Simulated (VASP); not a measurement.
Write the native input for VASP 6.6.1 that does the following.

- Task: single point
- Functional: PBE
- Dispersion: D3(BJ)
- Potentials or basis: VASP PAW PBE potentials, release 64 (C)
- Cutoff: 520 eV
- k mesh: 7 × 11 × 3
- Occupations: gaussian, width 0.05 eV
- Spin: no spin polarisation
- Dipole correction: no
- Further INCAR settings: ALGO = Normal; EDIFF = 1e-06; NBANDS = 31

The structure of C lies in POSCAR:

```
C
1.0
    0.0000000000      1.4231666446     -3.3613878322
   -2.4649969361      0.0000000000      0.0000000000
    2.8758297588      9.9231014894      1.0034980491
C
10
Direct
   -0.0329180500      0.6429092749      0.8939222356
    0.7207335246      0.6801922067      0.0687361772
    0.7823206309      0.4208714738      0.2750326918
   -0.1560922627      1.1615507408      0.4813292064
   -0.0945051563      0.9022300079      0.6876257210
    0.7408535818      0.2604870603      0.1375603374
   -0.1975593118      1.0011663274      0.3438568521
   -0.1359722055      0.7418455944      0.5501533667
   -0.0743850991      1.4825248615      0.7564498813
   -0.0127979927      1.2232041285      0.9627463959
```

These files were run (other wordings do the same):

INCAR

```
  PREC = Accurate
  ENCUT = 520
  EDIFF = 1E-6
  ISMEAR = 0
  SIGMA = 0.05
  LREAL = F
  LASPH = T
  NELM = 100
  ALGO = Normal
  ISIF = 2
  LWAVE = F
  LCHARG = F
  GGA = PE
  IVDW = 12
  NBANDS = 31
```

KPOINTS

```
regular mesh
0
Gamma
  7 11 3
```

Potentials or basis: VASP PAW PBE potentials, release 64 (C).

The run is started by

```bash
$ cat potpaw_PBE.64/C/POTCAR > POTCAR
$ mpirun -np 1 vasp_std > vasp.out
```

It gave:

- Pressure: 10.7 GPa
- Largest force: 6.106 eV/Å
- Band gap on the k mesh: zero (bands 20 and 21 overlap by 1.68 eV)
- Dispersion energy per atom: -0.144 eV

Caveat: the cell stands under pressure; forces of over 1 eV/Å act on the atoms, so gaps and moduli don't describe the material at rest.

Wall time 2.5 min on 1 thread of Intel(R) Xeon(R) Platinum 8559C (Emerald Rapids) (shared host), peak memory 0.32 GiB.
